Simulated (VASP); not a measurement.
Here is a VASP 6.6.1 calculation.

INCAR

```
SYSTEM = ZrOs
ALGO = Normal
EDIFF = 1E-6
ENCUT = 520
ISIF = 2
ISMEAR = 0
LASPH = .TRUE.
LCHARG = .FALSE.
LREAL = .FALSE.
LWAVE = .FALSE.
NBANDS = 17
NELM = 100
PREC = Accurate
SIGMA = 0.1
```

KPOINTS

```
k-points
0
G
  14 14 14
  0 0 0
```

Contents of POSCAR:

```
ZrOs
1.0
    3.2266697554      0.0000000000      0.0000000000
    0.0000000000      3.2266697554      0.0000000000
    0.0000000000      0.0000000000      3.2266697554
Zr Os
1 1
Direct
    0.5000000000      0.5000000000      0.5000000000
    0.0000000000      0.0000000000      0.0000000000
```

Potentials or basis: VASP PAW LDA potentials, release 64 (Zr_sv, Os).

Command:

```sh
$ cat potpaw_LDA.64/Zr_sv/POTCAR potpaw_LDA.64/Os/POTCAR > POTCAR
$ mpirun -np 1 vasp_std > vasp.out
```

Estimate the pressure.

0.4 GPa.

Predict the band gap on the k mesh.

zero (band 10 reaches 10.76 eV, above the bottom of band 11 at 9.32 eV).

Caveat: spin-orbit coupling is left out, which moves the levels of the heavy elements.
